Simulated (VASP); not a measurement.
# TaN (P6_3/mmc) in VASP: a series of runs

The runs below take TaN through electric field gradients, with PBE.

All numbers are computed with VASP 6.6.1; they aren't measurements. Logs are shortened: lines on timing, memory, paths and dates and some standing lists are left out, and cuts for length are marked.

## 1. The cell of the first run

It takes space group P6_3/mmc (No. 194, hexagonal). Conventional cell: a = 3.048 Å, b = 3.048 Å, c = 5.016 Å, α = 90.00°, β = 90.00°, γ = 120.00°. Within 2.9 Å of Ta (site symmetry -3m) lie 6 N at 2.16 Å and 2 Ta at 2.51 Å. N (site symmetry -6m2) has 6 Ta at 2.16 Å within 2.9 Å.

## 2. Electric field gradients, PBE (zz strain of +2 %)

Contents of INCAR:

```
PREC     = Accurate       # precision mode
ENCUT    = 520            # plane-wave cutoff, eV
EDIFF    = 1E-8           # SCF threshold, eV
ISMEAR   = -1             # smearing method
SIGMA    = 0.01           # smearing width, eV
LREAL    = False          # projectors in reciprocal space
LASPH    = True           # aspherical terms in the spheres
NELM     = 120            # most SCF steps
ALGO     = Normal         # electronic algorithm
ISIF     = 2              # what is computed and relaxed
LWAVE    = False          # write WAVECAR
LCHARG   = False          # write CHGCAR
GGA      = PE             # functional
LEFG     = True         
NBANDS   = 24             # bands
GGA_COMPAT= False
```

Contents of KPOINTS:

```
regular mesh
0
Gamma
  9 9 5
```

Contents of POSCAR:

```
TaN
1.0
    3.0480019786      0.0000000000      0.0000000000
   -1.5240009893      2.6396471442      0.0000000000
    0.0000000000      0.0000000000      5.0163600000
Ta N
2 2
Direct
    0.0000000000      0.0000000000      0.0000000000
    0.0000000000      0.0000000000      0.5000000000
    0.3333333333      0.6666666667      0.2500000000
    0.6666666667      0.3333333333      0.7500000000
```

Potentials or basis: VASP PAW PBE potentials, release 64 (Ta_pv, N).

Launch:

```console
> cat potpaw_PBE.64/Ta_pv/POTCAR potpaw_PBE.64/N/POTCAR > POTCAR
> mpirun -np 1 vasp_std > vasp.out
```

OUTCAR:

```text
PREC = Accurate
   ENCUT = 520
   EDIFF = 1E-8
   ISMEAR = -1
   LREAL = False
   LASPH = True
   NELM = 120
   ISIF = 2
   GGA = PE

 ion  position               nearest neighbor table
   1  0.000  0.000  0.000-   3 2.16   4 2.16   3 2.16   4 2.16   4 2.16   3 2.16   2 2.51   2 2.51

   2  0.000  0.000  0.500-   3 2.16   4 2.16   3 2.16   4 2.16   4 2.16   3 2.16   1 2.51   1 2.51

   3  0.333  0.667  0.250-   1 2.16   2 2.16   1 2.16   2 2.16   1 2.16   2 2.16
   4  0.667  0.333  0.750-   1 2.16   2 2.16   1 2.16   2 2.16   1 2.16   2 2.16

  LATTYP: Found a hexagonal cell.
 ALAT       =     3.0480019786
 C/A-ratio  =     1.6457863332

  Lattice vectors:

 A1 = (   3.0480019786,   0.0000000000,   0.0000000000)
 A2 = (  -1.5240009893,   2.6396471442,   0.0000000000)
 A3 = (   0.0000000000,   0.0000000000,   5.0163600000)

Analysis of symmetry for initial positions (statically):
=====================================================================
 Subroutine PRICEL returns:
 Original cell was already a primitive cell.

 Routine SETGRP: Setting up the symmetry group for a
 hexagonal supercell.

 Subroutine GETGRP returns: Found 24 space group operations
 (whereof 12 operations were pure point group operations)
 out of a pool of 24 trial point group operations.

The static configuration has the point symmetry D_3d.
 The point group associated with its full space group is D_6h.

Analysis of symmetry for dynamics (positions and initial velocities):
=====================================================================
 Subroutine PRICEL returns:
 Original cell was already a primitive cell.

 Routine SETGRP: Setting up the symmetry group for a
 hexagonal supercell.

 Subroutine GETGRP returns: Found 24 space group operations
 (whereof 12 operations were pure point group operations)
 out of a pool of 24 trial point group operations.

The dynamic configuration has the point symmetry D_3d.
 The point group associated with its full space group is D_6h.

 Subroutine INISYM returns: Found 24 space group operations
 (whereof 12 operations are pure point group operations),
 and found     1 'primitive' translations

----------------------------------------------------------------------------------------

                                     Primitive cell

  volume of cell :      40.3599

  direct lattice vectors                    reciprocal lattice vectors
     3.048001979  0.000000000  0.000000000     0.328083777  0.189419257  0.000000000
    -1.524000989  2.639647144  0.000000000     0.000000000  0.378838513  0.000000000
     0.000000000  0.000000000  5.016360000     0.000000000  0.000000000  0.199347734

  length of vectors
     3.048001979  3.048001979  5.016360000     0.378838513  0.378838513  0.199347734

  position of ions in fractional coordinates (direct lattice)
     0.000000000  0.000000000  0.000000000
     0.000000000  0.000000000  0.500000000
     0.333333333  0.666666667  0.250000000
     0.666666667  0.333333333  0.750000000

  ion indices of the primitive-cell ions
   primitive index   ion index
                 1           1
                 2           2
                 3           3
                 4           4

----------------------------------------------------------------------------------------

 KPOINTS: regular mesh

Automatic generation of k-mesh.
 Grid dimensions read from file:
 generate k-points for:    9    9    5

 Generating k-lattice:

  Cartesian coordinates                     Fractional coordinates (reciprocal lattice)
     0.036453753  0.021046584  0.000000000     0.111111111  0.000000000  0.000000000
     0.000000000  0.042093168  0.000000000     0.000000000  0.111111111  0.000000000
     0.000000000  0.000000000  0.039869547     0.000000000  0.000000000  0.200000000

  Length of vectors
     0.042093168  0.042093168  0.039869547

  Shift w.r.t. Gamma in fractional coordinates (k-lattice)
     0.000000000  0.000000000  0.000000000

 Subroutine IBZKPT returns following result:
 ===========================================

 Found     36 irreducible k-points:

 Following reciprocal coordinates:
            Coordinates               Weight
  0.000000  0.000000  0.000000      1.000000
  0.111111 -0.000000  0.000000      6.000000
  0.222222 -0.000000  0.000000      6.000000
  0.333333 -0.000000  0.000000      6.000000
  0.444444 -0.000000  0.000000      6.000000
  0.111111  0.111111  0.000000      6.000000
[... 16 lines left out ...]
  0.333333  0.222222  0.200000     24.000000
  0.333333  0.333333  0.200000      4.000000
 [... further k-points ...]
   k-points           NKPTS =     36   k-points in BZ     NKDIM =     36   number of bands    NBANDS=     24
   number of dos      NEDOS =    301   number of ions     NIONS =      4
   total plane-waves  NPLWV =  23040
   dimension x,y,z NGX =    24 NGY =   24 NGZ =   40
   dimension x,y,z NGXF=    48 NGYF=   48 NGZF=   80
   ions per type =               2   2
   NGX,Y,Z   is equivalent  to a cutoff of  13.09, 13.09, 13.26 a.u.
   NGXF,Y,Z  is equivalent  to a cutoff of  26.18, 26.18, 26.51 a.u.
 SYSTEM =  unknown system
   PREC   = accura    normal or accurate (medium, high low for compatibility)
   ISTART =      0    job   : 0-new  1-cont  2-samecut
   ICHARG =      2    charge: 1-file 2-atom 10-const
   ISPIN  =      1    spin polarized calculation?
   LNONCOLLINEAR =      F non collinear calculations
   LSORBIT =      F    spin-orbit coupling
   LASPH  =      T    aspherical Exc in radial PAW
   ENCUT  =  520.0 eV  38.22 Ry    6.18 a.u.   5.67  5.67  9.33*2*pi/ulx,y,z
   NELM   =    120;   NELMIN=  2; NELMDL= -5     # of ELM steps
   EDIFF  = 0.1E-07   stopping-criterion for ELM
   LREAL  =      F    real-space projection
   EDIFFG = 0.1E-06   stopping-criterion for IOM
   NSW    =      0    number of steps for IOM
   IBRION =     -1    ionic relax: 0-MD 1-quasi-New 2-CG
   NFREE  =      0    steps in history (QN), initial steepest desc. (CG)
   ISIF   =      2    stress and relaxation
   ISYM   =      2    0-nonsym 1-usesym 2-fastsym
   POTIM  = 0.5000    time-step for ionic-motion
   TEBEG  =    0.0;   TEEND  =   0.0 temperature during run
   PSTRESS=    0.0 pullay stress
   NELECT =      32.0000    total number of electrons
   NUPDOWN=      -1.0000    fix difference up-down
   EMIN   =  10.00;   EMAX   =-10.00  energy-range for DOS
   EFERMI =   0.00;   METHOD = LEGACY
   ISMEAR =    -1;   SIGMA  =   0.01  broadening in eV -4-tet -1-fermi 0-gaus
   EFERMI_NEDOS =   21; number of points for ismear=-14 and -15
   IALGO  =     38    algorithm
   IMIX   =      4    mixing-type and parameters
     AMIX     =   0.40;   BMIX     =  1.00
     AMIX_MAG =   1.60;   BMIX_MAG =  1.00
  volume/ion in A,a.u.               =      10.09        68.09
  Fermi-wavevector in a.u.,A,eV,Ry     =   1.515217  2.863345 31.237386  2.295883
  Thomas-Fermi vector in A             =   2.624771
   LORBIT       =      0    0 simple, 1 ext, 2 COOP (PROOUT), +10 PAW based schemes
   GGA     = PE    functional components
   LHFCALC =     F    Hartree Fock is set to
   AEXX    =    0.0000 exact exchange contribution
   IVDW    =     0    specifies the selected vdW correction
   LEPSILON=     F    determine dielectric tensor
   LRPA    =     F    only Hartree local field effects (RPA)
 non-spin polarized calculation
  energy-cutoff  :      520.00
  volume of cell :       40.36
 maximum number of plane-waves:      1105
 NGX is ok and might be reduce to    24
   NGX = 11   NGY = 11   NGZ = 19

 number of electron      32.0000002 magnetization

 Free energy of the ion-electron system (eV)
  ---------------------------------------------------
  ext. energy  EPLUGINS =         0.00000000
  ---------------------------------------------------
  free energy    TOTEN  =       -41.83971964 eV

  energy without entropy =      -41.83878324  energy(sigma->0) =      -41.83925144

 E-fermi :   9.6211     XC(G=0): -13.6449

 val. band max:        9.6165304524   @ k =   0.2222   0.2222   0.4000
 cond. band min:       9.6382723734   @ k =   0.3333   0.2222   0.2000
 fundamental gap:      0.0217419210
 Fermi energy:         9.6211045951

 k-point     1 :       0.0000    0.0000    0.0000
  band No.  band energies     occupation
      1     -27.2851      2.00000
      2     -25.6486      2.00000
      3     -25.6486      2.00000
      4     -25.3346      2.00000
      5     -25.3346      2.00000
      6     -24.6531      2.00000
[... 637 lines left out ...]
     23      16.9441      0.00000
     24      16.9441      0.00000

 [... further k-points ...]
[... 5 lines left out ...]
  --------------------------------------------------------------------------------------
  -------------------------------------------------------------------------------------
  Total        5.3193179      5.3193179     25.7892753     -0.0000000     -0.0000000      0.0000000
  in kB      211.1624590    211.1624590   1023.7641172     -0.0000000     -0.0000000      0.0000000
  external PRESSURE =     482.0296784 kB  Pullay stress =       0.0000000 kB

 VOLUME and BASIS-vectors are now :
 -----------------------------------------------------------------------------
  energy-cutoff  :      520.00
  volume of cell :       40.36
      direct lattice vectors                 reciprocal lattice vectors
     3.048001979  0.000000000  0.000000000     0.328083777  0.189419257  0.000000000
    -1.524000989  2.639647144  0.000000000     0.000000000  0.378838513  0.000000000
     0.000000000  0.000000000  5.016360000     0.000000000  0.000000000  0.199347734

 POSITION                                       TOTAL-FORCE (eV/Angst)
 -----------------------------------------------------------------------------------
      0.00000      0.00000      0.00000        -0.000000      0.000000      0.000000
      0.00000      0.00000      2.50818        -0.000000      0.000000      0.000000
     -0.00000      1.75976      1.25409        -0.000000      0.000000     -0.000000
      1.52400      0.87988      3.76227         0.000000      0.000000      0.000000
 -----------------------------------------------------------------------------------
    total drift:                               -0.000000      0.000000      0.000000

  FREE ENERGIE OF THE ION-ELECTRON SYSTEM (eV)
  ---------------------------------------------------
  free  energy   TOTEN  =       -41.8397196357 eV

  energy  without entropy=      -41.8387832434  energy(sigma->0) =      -41.83925144

 Electric field gradients (V/A^2)
---------------------------------------------------------------------
 ion       V_xx      V_yy      V_zz      V_xy      V_xz      V_yz
---------------------------------------------------------------------
   1      93.906    93.906  -187.812    -0.000    -0.000     0.000
   2      93.906    93.906  -187.812    -0.000     0.000    -0.000
   3      -1.585    -1.585     3.170     0.001     0.000     0.000
   4      -1.585    -1.585     3.170     0.001     0.000     0.000
---------------------------------------------------------------------

 Electric field gradients after diagonalization (V/A^2)
 (convention: |V_zz| > |V_xx| > |V_yy|)
----------------------------------------------------------------------
 ion       V_xx      V_yy      V_zz     asymmetry (V_yy - V_xx)/ V_zz
----------------------------------------------------------------------
   1      93.906    93.905  -187.812       0.000
   2      93.906    93.905  -187.812       0.000
   3      -1.586    -1.584     3.170       0.000
   4      -1.586    -1.584     3.170       0.000
----------------------------------------------------------------------

           NMR quadrupolar parameters

 Cq : quadrupolar parameter    Cq=e*Q*V_zz/h
 eta: asymmetry parameters     (V_yy - V_xx)/ V_zz
 Q  : nuclear electric quadrupole moment in mb (millibarn)
----------------------------------------------------------------------
 ion       Cq(MHz)       eta       Q (mb)
----------------------------------------------------------------------
   1      -0.454       0.000       1.000
   2      -0.454       0.000       1.000
   3       0.008       0.000       1.000
   4       0.008       0.000       1.000
----------------------------------------------------------------------
```

It took 19 s on 1 thread of Intel Xeon Platinum 8559C (Emerald Rapids), shared host; peak memory 0.18 GiB.

What came out:

```yaml
Free_energy: -41.8397 eV
Pressure: 48.2 GPa
Band_gap_on_the_k_mesh: zero (band 16 reaches 10.15 eV, above the bottom of band 17 at 8.06 eV)
```

Electric field gradients, principal values (V/Å²):
```
atom   least  middle  greatest (by size)
1 Ta  93.905  93.906            -187.812
2 Ta  93.905  93.906            -187.812
 3 N  -1.584  -1.586               3.170
 4 N  -1.584  -1.586               3.170
```

Caveat: the cell differs from its parent crystal (zz strain of +2 %); without QUAD_EFG the Cq values of the log hold for a quadrupole moment of 1 mb, not for the nuclei; spin-orbit coupling is left out, which moves the levels of the heavy elements.

(Part 1 of 4 ends here.)
